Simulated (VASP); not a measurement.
# Fe (Im-3m) in VASP: single point with PBE

Aim: the single point of Fe with PBE.

Program: VASP 6.6.1. These are calculated values, not measurements. Logs are shortened: lines on timing, memory, paths and dates and some standing lists are left out, and cuts for length are marked.

### 1 The cell of the first run

The structure is cubic, space group Im-3m (No. 229). Conventional cell: a = 2.858 Å, b = 2.858 Å, c = 2.858 Å, α = 90.00°, β = 90.00°, γ = 90.00°. Within 3.3 Å of Fe (site symmetry m-3m) lie 14 Fe at 2.48 to 2.86 Å.

### 2 Single point, PBE

File INCAR:

```
SYSTEM = Fe
PREC     = Accurate       ! precision mode
ENCUT    = 600            ! plane-wave cutoff, eV
EDIFF    = 1E-6           ! SCF threshold, eV
ISMEAR   = -1             ! smearing method
SIGMA    = 0.1            ! smearing width, eV
LREAL    = .False.        ! projectors in reciprocal space
LASPH    = .True.         ! aspherical terms in the spheres
NELM     = 120            ! most SCF steps
ALGO     = Normal         ! electronic algorithm
ISIF     = 2              ! what is computed and relaxed
LWAVE    = .False.        ! write WAVECAR
LCHARG   = .True.         ! write CHGCAR
GGA      = PE             ! functional
LELF     = .True.         ! ELF
LVHAR    = .True.       
NBANDS   = 10             ! bands
GGA_COMPAT= .False.
```

File KPOINTS:

```
Automatic mesh
0
Gamma
  13 13 13
  0 0 0
```

File POSCAR:

```
Fe
1.0
   -1.4290000000      1.4290000000      1.4290000000
    1.4290000000     -1.4290000000      1.4290000000
    1.4290000000      1.4290000000     -1.4290000000
Fe
1
Direct
    0.0000000000      0.0000000000      0.0000000000
```

Potentials or basis: VASP PAW PBE potentials, release 64 (Fe).

Started as:

```sh
$ cat potpaw_PBE.64/Fe/POTCAR > POTCAR
$ mpirun -np 1 vasp_std > vasp.out
```

OUTCAR:

```text
SYSTEM = Fe
   PREC = Accurate
   ENCUT = 600
   EDIFF = 1E-6
   ISMEAR = -1
   LREAL = .False.
   LASPH = .True.
   NELM = 120
   ISIF = 2
   GGA = PE

 ion  position               nearest neighbor table
   1  0.000  0.000  0.000-

  LATTYP: Found a body centered cubic cell.
 ALAT       =     2.8580000000

  Lattice vectors:

 A1 = (  -1.4290000000,   1.4290000000,   1.4290000000)
 A2 = (   1.4290000000,  -1.4290000000,   1.4290000000)
 A3 = (   1.4290000000,   1.4290000000,  -1.4290000000)

Analysis of symmetry for initial positions (statically):
=====================================================================
 Subroutine PRICEL returns:
 Original cell was already a primitive cell.

 Routine SETGRP: Setting up the symmetry group for a
 body centered cubic supercell.

 Subroutine GETGRP returns: Found 48 space group operations
 (whereof 48 operations were pure point group operations)
 out of a pool of 48 trial point group operations.

The static configuration has the point symmetry O_h .

Analysis of symmetry for dynamics (positions and initial velocities):
=====================================================================
 Subroutine PRICEL returns:
 Original cell was already a primitive cell.

 Routine SETGRP: Setting up the symmetry group for a
 body centered cubic supercell.

 Subroutine GETGRP returns: Found 48 space group operations
 (whereof 48 operations were pure point group operations)
 out of a pool of 48 trial point group operations.

The dynamic configuration has the point symmetry O_h .

 Subroutine INISYM returns: Found 48 space group operations
 (whereof 48 operations are pure point group operations),
 and found     1 'primitive' translations

----------------------------------------------------------------------------------------

                                     Primitive cell

  volume of cell :      11.6723

  direct lattice vectors                    reciprocal lattice vectors
    -1.429000000  1.429000000  1.429000000     0.000000000  0.349895031  0.349895031
     1.429000000 -1.429000000  1.429000000     0.349895031  0.000000000  0.349895031
     1.429000000  1.429000000 -1.429000000     0.349895031  0.349895031  0.000000000

  length of vectors
     2.475100604  2.475100604  2.475100604     0.494826299  0.494826299  0.494826299

  position of ions in fractional coordinates (direct lattice)
     0.000000000  0.000000000  0.000000000

  ion indices of the primitive-cell ions
   primitive index   ion index
                 1           1

----------------------------------------------------------------------------------------

 KPOINTS: Automatic mesh

Automatic generation of k-mesh.
 Grid dimensions read from file:
 generate k-points for:   13   13   13

 Generating k-lattice:

  Cartesian coordinates                     Fractional coordinates (reciprocal lattice)
     0.000000000  0.026915002  0.026915002     0.076923077  0.000000000  0.000000000
     0.026915002  0.000000000  0.026915002     0.000000000  0.076923077  0.000000000
     0.026915002  0.026915002  0.000000000     0.000000000  0.000000000  0.076923077

  Length of vectors
     0.038063561  0.038063561  0.038063561

  Shift w.r.t. Gamma in fractional coordinates (k-lattice)
     0.000000000  0.000000000  0.000000000

 Subroutine IBZKPT returns following result:
 ===========================================

 Found     84 irreducible k-points:

 Following reciprocal coordinates:
            Coordinates               Weight
  0.000000  0.000000  0.000000      1.000000
  0.076923  0.000000  0.000000     12.000000
  0.153846  0.000000  0.000000     12.000000
  0.230769  0.000000  0.000000     12.000000
  0.307692  0.000000  0.000000     12.000000
  0.384615  0.000000  0.000000     12.000000
[... 16 lines left out ...]
  0.153846  0.076923  0.076923     24.000000
  0.230769  0.076923  0.076923     24.000000
 [... further k-points ...]
   k-points           NKPTS =     84   k-points in BZ     NKDIM =     84   number of bands    NBANDS=     10
   number of dos      NEDOS =    301   number of ions     NIONS =      1
   total plane-waves  NPLWV =   8000
   dimension x,y,z NGX =    20 NGY =   20 NGZ =   20
   dimension x,y,z NGXF=    40 NGYF=   40 NGZF=   40
   ions per type =               1
   NGX,Y,Z   is equivalent  to a cutoff of  13.43, 13.43, 13.43 a.u.
   NGXF,Y,Z  is equivalent  to a cutoff of  26.87, 26.87, 26.87 a.u.
 SYSTEM =  Fe
   PREC   = accura    normal or accurate (medium, high low for compatibility)
   ISTART =      0    job   : 0-new  1-cont  2-samecut
   ICHARG =      2    charge: 1-file 2-atom 10-const
   ISPIN  =      1    spin polarized calculation?
   LNONCOLLINEAR =      F non collinear calculations
   LSORBIT =      F    spin-orbit coupling
   LASPH  =      T    aspherical Exc in radial PAW
   ENCUT  =  600.0 eV  44.10 Ry    6.64 a.u.   4.94  4.94  4.94*2*pi/ulx,y,z
   NELM   =    120;   NELMIN=  2; NELMDL= -5     # of ELM steps
   EDIFF  = 0.1E-05   stopping-criterion for ELM
   LREAL  =      F    real-space projection
   EDIFFG = 0.1E-04   stopping-criterion for IOM
   NSW    =      0    number of steps for IOM
   IBRION =     -1    ionic relax: 0-MD 1-quasi-New 2-CG
   NFREE  =      0    steps in history (QN), initial steepest desc. (CG)
   ISIF   =      2    stress and relaxation
   ISYM   =      2    0-nonsym 1-usesym 2-fastsym
   POTIM  = 0.5000    time-step for ionic-motion
   TEBEG  =    0.0;   TEEND  =   0.0 temperature during run
   PSTRESS=    0.0 pullay stress
   NELECT =       8.0000    total number of electrons
   NUPDOWN=      -1.0000    fix difference up-down
   EMIN   =  10.00;   EMAX   =-10.00  energy-range for DOS
   EFERMI =   0.00;   METHOD = LEGACY
   ISMEAR =    -1;   SIGMA  =   0.10  broadening in eV -4-tet -1-fermi 0-gaus
   EFERMI_NEDOS =   21; number of points for ismear=-14 and -15
   IALGO  =     38    algorithm
   IMIX   =      4    mixing-type and parameters
     AMIX     =   0.40;   BMIX     =  1.00
     AMIX_MAG =   1.60;   BMIX_MAG =  1.00
  volume/ion in A,a.u.               =      11.67        78.77
  Fermi-wavevector in a.u.,A,eV,Ry     =   1.443397  2.727626 28.346326  2.083396
  Thomas-Fermi vector in A             =   2.561810
   LORBIT       =      0    0 simple, 1 ext, 2 COOP (PROOUT), +10 PAW based schemes
   GGA     = PE    functional components
   LHFCALC =     F    Hartree Fock is set to
   AEXX    =    0.0000 exact exchange contribution
   IVDW    =     0    specifies the selected vdW correction
   LEPSILON=     F    determine dielectric tensor
   LRPA    =     F    only Hartree local field effects (RPA)
 non-spin polarized calculation
  energy-cutoff  :      600.00
  volume of cell :       11.67
 maximum number of plane-waves:       402
   NGX =  9   NGY =  9   NGZ =  9

 number of electron       8.0000000 magnetization

 Free energy of the ion-electron system (eV)
  ---------------------------------------------------
  ext. energy  EPLUGINS =         0.00000000
  ---------------------------------------------------
  free energy    TOTEN  =        -7.73170021 eV

  energy without entropy =       -7.60861857  energy(sigma->0) =       -7.67015939

 E-fermi :   5.6031     XC(G=0): -13.0091

 val. band max:        5.6012557695   @ k =  -0.3846  -0.3846   0.0769
 cond. band min:       5.6037179876   @ k =  -0.3077   0.3077   0.2308
 fundamental gap:      0.0024622181
 Fermi energy:         5.6030951349

 k-point     1 :       0.0000    0.0000    0.0000
  band No.  band energies     occupation
      1      -2.6640      2.00000
      2       4.0721      2.00000
      3       4.0721      2.00000
      4       4.0721      2.00000
      5       5.5758      1.13555
      6       5.5758      1.13554
      7      30.1865      0.00000
      8      30.1865      0.00000
      9      30.1865      0.00000
     10      35.2579      0.00000

 k-point     2 :       0.0769    0.0000    0.0000
  band No.  band energies     occupation
      1      -2.4243      2.00000
      2       4.0038      2.00000
      3       4.0634      2.00000
      4       4.2025      2.00000
      5       5.5071      1.44636
      6       5.5814      1.10804
      7      28.7165      0.00000
      8      29.8294      0.00000
      9      30.0326      0.00000
     10      34.4968      0.00000

 k-point     3 :       0.1538    0.0000    0.0000
  band No.  band energies     occupation
      1      -1.7313      2.00000
      2       3.8178      2.00000
      3       4.0071      2.00000
      4       4.5752      1.99993
      5       5.3774      1.81054
      6       5.6005      1.01303
      7      25.6613      0.00000
      8      28.5930      0.00000
      9      29.6931      0.00000
     10      32.4420      0.00000

 k-point     4 :       0.2308    0.0000    0.0000
  band No.  band energies     occupation
      1      -0.6864      2.00000
      2       3.5634      2.00000
      3       3.8976      2.00000
      4       5.1335      1.98189
      5       5.3332      1.87389
      6       5.6368      0.83301
      7      22.1696      0.00000
      8      26.9389      0.00000
      9      29.3461      0.00000
     10      30.0581      0.00000

 k-point     5 :       0.3077    0.0000    0.0000
  band No.  band energies     occupation
      1       0.4355      2.00000
      2       3.3025      2.00000
      3       3.9851      2.00000
      4       5.4054      1.75670
      5       5.6879      0.59983
      6       5.7769      0.29917
      7      18.7197      0.00000
      8      25.4373      0.00000
      9      28.0309      0.00000
     10      29.0744      0.00000

 k-point     6 :       0.3846    0.0000    0.0000
  band No.  band energies     occupation
      1       1.1256      2.00000
      2       3.0931      2.00000
      3       4.7337      1.99966
      4       5.5249      1.37210
      5       5.7406      0.40370
      6       6.3599      0.00103
      7      15.6423      0.00000
      8      24.3388      0.00000
      9      26.5187      0.00000
     10      28.8962      0.00000
[... 183 lines left out ...]
 k-point    21 :       0.3077    0.3077    0.0000
  band No.  band energies     occupation
      1       2.5455      2.00000
      2       3.0394      2.00000
      3       3.3692      2.00000
      4       5.6458      0.78945
      5       5.8354      0.17849
      6      11.2276      0.00000
      7      13.7546      0.00000
      8      15.4269      0.00000
      9      24.5178      0.00000
     10      32.9165      0.00000

 k-point    22 :       0.0769    0.0769    0.0769
  band No.  band energies     occupation
      1      -1.2880      2.00000
      2       3.7447      2.00000
      3       3.7447      2.00000
      4       4.9643      1.99664
      5       5.4931      1.50064
      6       5.4931      1.50063
      7      25.4716      0.00000
      8      25.4716      0.00000
      9      29.0173      0.00000
     10      31.4892      0.00000

 k-point    23 :       0.1538    0.0769    0.0769
  band No.  band energies     occupation
      1      -0.2718      2.00000
      2       3.4705      2.00000
      3       3.5647      2.00000
      4       5.4334      1.69018
      5       5.5964      1.03348
      6       5.6238      0.89677
      7      22.3365      0.00000
      8      24.0621      0.00000
      9      26.5336      0.00000
     10      32.0326      0.00000

 k-point    24 :       0.2308    0.0769    0.0769
  band No.  band energies     occupation
      1       0.8353      2.00000
      2       3.2160      2.00000
      3       3.5351      2.00000
      4       5.4679      1.58897
      5       5.6833      0.61914
      6       6.4218      0.00056
      7      18.9681      0.00000
      8      22.8769      0.00000
      9      24.8111      0.00000
     10      31.9625      0.00000

 [... further k-points ...]

------------------------ aborting loop because EDIFF is reached ----------------------------------------

  FORCE on cell =-STRESS in cart. coord.  units (eV):
  Direction    XX          YY          ZZ          XY          YZ          ZX
  --------------------------------------------------------------------------------------
  -------------------------------------------------------------------------------------
  Total       -1.5663614     -1.5663614     -1.5663614      0.0000000     -0.0000000      0.0000000
  in kB     -215.0036654   -215.0036654   -215.0036654      0.0000000     -0.0000000      0.0000000
  external PRESSURE =    -215.0036654 kB  Pullay stress =       0.0000000 kB

 VOLUME and BASIS-vectors are now :
 -----------------------------------------------------------------------------
  energy-cutoff  :      600.00
  volume of cell :       11.67
      direct lattice vectors                 reciprocal lattice vectors
    -1.429000000  1.429000000  1.429000000     0.000000000  0.349895031  0.349895031
     1.429000000 -1.429000000  1.429000000     0.349895031  0.000000000  0.349895031
     1.429000000  1.429000000 -1.429000000     0.349895031  0.349895031  0.000000000

 POSITION                                       TOTAL-FORCE (eV/Angst)
 -----------------------------------------------------------------------------------
      0.00000      0.00000      0.00000         0.000000      0.000000     -0.000000
 -----------------------------------------------------------------------------------
    total drift:                                0.000000     -0.000000      0.000000

  FREE ENERGIE OF THE ION-ELECTRON SYSTEM (eV)
  ---------------------------------------------------
  free  energy   TOTEN  =        -7.7317002138 eV

  energy  without entropy=       -7.6086185716  energy(sigma->0) =       -7.67015939
```

Wall time 6.9 s (1 thread of Intel Xeon Platinum 8375C at 2.90GHz (Ice Lake), shared host); peak memory 0.13 GiB.

What came out:

- Free energy: -7.7317 eV
- Pressure: -21.5 GPa
- Band gap on the k mesh: zero (bands 4 and 5 overlap by 1.69 eV)

Caveat: the cell stands under tension; the run has no spin polarisation, though such a crystal can be magnetic.
